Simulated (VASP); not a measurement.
# Cr (Im-3m) in VASP: a series of runs, part 2 of 2

VASP 6.6.1. Earlier steps stand in the parts before.

### 4 Single point, LDA, collinear spin, ferromagnetic start

File INCAR:

```
ALGO = Normal
EDIFF = 1E-7
ENCUT = 520
ISIF = 2
ISMEAR = -1
ISPIN = 2
LASPH = T
LCHARG = T
LELF = T
LMAXMIX = 4
LORBIT = 11
LREAL = F
LVHAR = T
LWAVE = F
MAGMOM = 3 3
NBANDS = 23
NELM = 150
PREC = Accurate
SIGMA = 0.15
```

File KPOINTS:

```
k-points
0
Gamma
  11 11 11
```

File POSCAR:

```
Cr
1.0
    2.9688990000      0.0000000000      0.0000000000
    0.0000000000      2.9688990000      0.0000000000
    0.0000000000      0.0000000000      2.9688990000
Cr
2
Direct
    0.0000000000      0.0000000000      0.0000000000
    0.5000000000      0.5000000000      0.5000000000
```

Potentials or basis: VASP PAW LDA potentials, release 64 (Cr_pv).

On the command line:

```console
$ cat potpaw_LDA.64/Cr_pv/POTCAR > POTCAR
$ mpirun -np 1 vasp_std > vasp.out
```

OUTCAR:

```text
EDIFF = 1E-7
   ENCUT = 520
   ISIF = 2
   ISMEAR = -1
   ISPIN = 2
   LASPH = T
   LORBIT = 11
   LREAL = F
   NELM = 150
   PREC = Accurate

 ion  position               nearest neighbor table
   1  0.000  0.000  0.000-   2 2.57   2 2.57   2 2.57   2 2.57   2 2.57   2 2.57   2 2.57   2 2.57

   2  0.500  0.500  0.500-   1 2.57   1 2.57   1 2.57   1 2.57   1 2.57   1 2.57   1 2.57   1 2.57

  LATTYP: Found a simple cubic cell.
 ALAT       =     2.9688990000

  Lattice vectors:

 A1 = (   2.9688990000,   0.0000000000,   0.0000000000)
 A2 = (   0.0000000000,   2.9688990000,   0.0000000000)
 A3 = (   0.0000000000,   0.0000000000,   2.9688990000)

Analysis of symmetry for initial positions (statically):
=====================================================================
 Subroutine PRICEL returns following result:

  LATTYP: Found a body centered cubic cell.
 ALAT       =     2.9688990000
[... 12 lines left out ...]
 Subroutine GETGRP returns: Found 48 space group operations
 (whereof 48 operations were pure point group operations)
 out of a pool of 48 trial point group operations.

The static configuration has the point symmetry O_h .

Analysis of symmetry for dynamics (positions and initial velocities):
=====================================================================
 Subroutine PRICEL returns following result:

  LATTYP: Found a body centered cubic cell.
 ALAT       =     2.9688990000
[... 12 lines left out ...]
 Subroutine GETGRP returns: Found 48 space group operations
 (whereof 48 operations were pure point group operations)
 out of a pool of 48 trial point group operations.

The dynamic configuration has the point symmetry O_h .

Analysis of structural, dynamic, and magnetic symmetry:
=====================================================================
 Subroutine PRICEL returns following result:

  LATTYP: Found a body centered cubic cell.
 ALAT       =     2.9688990000
[... 12 lines left out ...]
 Subroutine GETGRP returns: Found 48 space group operations
 (whereof 48 operations were pure point group operations)
 out of a pool of 48 trial point group operations.
[... 138 lines left out ...]

 number of electron      24.0000017 magnetization       0.0000377

 Free energy of the ion-electron system (eV)
  ---------------------------------------------------
  ext. energy  EPLUGINS =         0.00000000
  ---------------------------------------------------
  free energy    TOTEN  =       -20.69933088 eV

  energy without entropy =      -20.55576733  energy(sigma->0) =      -20.62754911

 E-fermi :   9.0532     XC(G=0): -13.2846

 val. band max:        9.0497598207   @ k =   0.4545   0.0909   0.0000
 cond. band min:       9.0638788077   @ k =   0.2727   0.0909   0.0000
 fundamental gap:      0.0141189869
 Fermi energy:         9.0531667951

 spin component 1

 k-point     1 :       0.0000    0.0000    0.0000
  band No.  band energies     occupation
      1     -33.8190      1.00000
      2     -33.8190      1.00000
      3     -33.8190      1.00000
      4     -33.3760      1.00000
      5     -33.3760      1.00000
      6     -33.3760      1.00000
[... 613 lines left out ...]
     22      20.5963      0.00000
     23      26.3823      0.00000

 [... further k-points ...]

 spin component 2

 k-point     1 :       0.0000    0.0000    0.0000
  band No.  band energies     occupation
      1     -33.8190      1.00000
      2     -33.8190      1.00000
      3     -33.8190      1.00000
      4     -33.3760      1.00000
      5     -33.3760      1.00000
      6     -33.3760      1.00000
[... 613 lines left out ...]
     22      20.5963      0.00000
     23      26.3825      0.00000

 [... further k-points ...]
[... 5 lines left out ...]
  --------------------------------------------------------------------------------------
  -------------------------------------------------------------------------------------
  Total       -6.1059175     -6.1059175     -6.1059175      0.0000000      0.0000000     -0.0000000
  in kB     -373.8309420   -373.8309420   -373.8309420      0.0000000      0.0000000     -0.0000000
  external PRESSURE =    -373.8309420 kB  Pullay stress =       0.0000000 kB

 VOLUME and BASIS-vectors are now :
 -----------------------------------------------------------------------------
  energy-cutoff  :      520.00
  volume of cell :       26.17
      direct lattice vectors                 reciprocal lattice vectors
     2.968899000  0.000000000  0.000000000     0.336825200  0.000000000  0.000000000
     0.000000000  2.968899000  0.000000000     0.000000000  0.336825200  0.000000000
     0.000000000  0.000000000  2.968899000     0.000000000  0.000000000  0.336825200

 POSITION                                       TOTAL-FORCE (eV/Angst)
 -----------------------------------------------------------------------------------
      0.00000      0.00000      0.00000         0.000000      0.000000      0.000000
      1.48445      1.48445      1.48445        -0.000000     -0.000000     -0.000000
 -----------------------------------------------------------------------------------
    total drift:                                0.000000      0.000000     -0.000000

  FREE ENERGIE OF THE ION-ELECTRON SYSTEM (eV)
  ---------------------------------------------------
  free  energy   TOTEN  =       -20.6993308824 eV

  energy  without entropy=      -20.5557673314  energy(sigma->0) =      -20.62754911

 total charge

# of ion       s       p       d       tot
------------------------------------------
    1        0.389   6.324   4.112  10.825
    2        0.389   6.324   4.112  10.825
--------------------------------------------------
tot          0.778  12.648   8.225  21.651

 magnetization (x)

# of ion       s       p       d       tot
------------------------------------------
    1       -0.000   0.000   0.000   0.000
    2       -0.000   0.000   0.000   0.000
--------------------------------------------------
tot         -0.000   0.000   0.000   0.000
```

Run time: 61 s. Hardware: 1 thread of Intel Xeon 8259CL, shared host; peak memory 0.16 GiB.

Results:

```
Free energy                                           : -20.6993 eV
Pressure                                              : -37.4 GPa
Band gap on the k mesh                                : zero (filled and empty bands overlap)
Net moment                                            : 0.00 μB per cell
Valence electrons inside the program's atomic spheres : Cr 10.82
```

Caveat: the cell stands under tension; an empty level that is flat over the whole mesh can mark a ghost state of the potentials, or a narrow d or f band.

### 5 Single point, PBEsol, collinear spin, ferromagnetic start

File INCAR:

```
ALGO = Normal
EDIFF = 1E-7
ENCUT = 520
GGA = PS
ISIF = 2
ISMEAR = -1
ISPIN = 2
LASPH = True
LCHARG = False
LMAXMIX = 4
LORBIT = 11
LREAL = False
LWAVE = False
MAGMOM = 3 3
NBANDS = 23
NELM = 150
PREC = Accurate
SIGMA = 0.15
```

KPOINTS is that of step 4.

POSCAR is that of step 4.

Potentials or basis: VASP PAW PBE potentials, release 64 (Cr_pv).

On the command line:

```console
$ cat potpaw_PBE.64/Cr_pv/POTCAR > POTCAR
$ mpirun -np 1 vasp_std > vasp.out
```

Run time: 80 s. Hardware: 1 thread of Intel Xeon 8259CL, shared host; peak memory 0.18 GiB.

It converged, with:

* Free energy: -20.0929 eV
* Pressure: -31.9 GPa
* Band gap on the k mesh: zero (filled and empty bands overlap)
* Net moment: 0.00 μB per cell
* Valence electrons inside the program's atomic spheres: Cr 10.81

Levels at points of the mesh, in eV from the Fermi level:
Spin up:
```csv
k point,band 10,band 11,band 12,band 13,band 14,band 15
"(0.00, 0.00, 0.00)",-0.72,-0.72,-0.72,1.00,1.00,2.12
```
Spin down:
| k point | band 10 | band 11 | band 12 | band 13 | band 14 | band 15 |
| --- | --- | --- | --- | --- | --- | --- |
| (0.00, 0.00, 0.00) | -0.72 | -0.72 | -0.72 | 1.00 | 1.00 | 2.12 |

Caveat: the cell stands under tension; an empty level that is flat over the whole mesh can mark a ghost state of the potentials, or a narrow d or f band; the PAW data sets were made with another functional, which shifts forces and pressure a little.
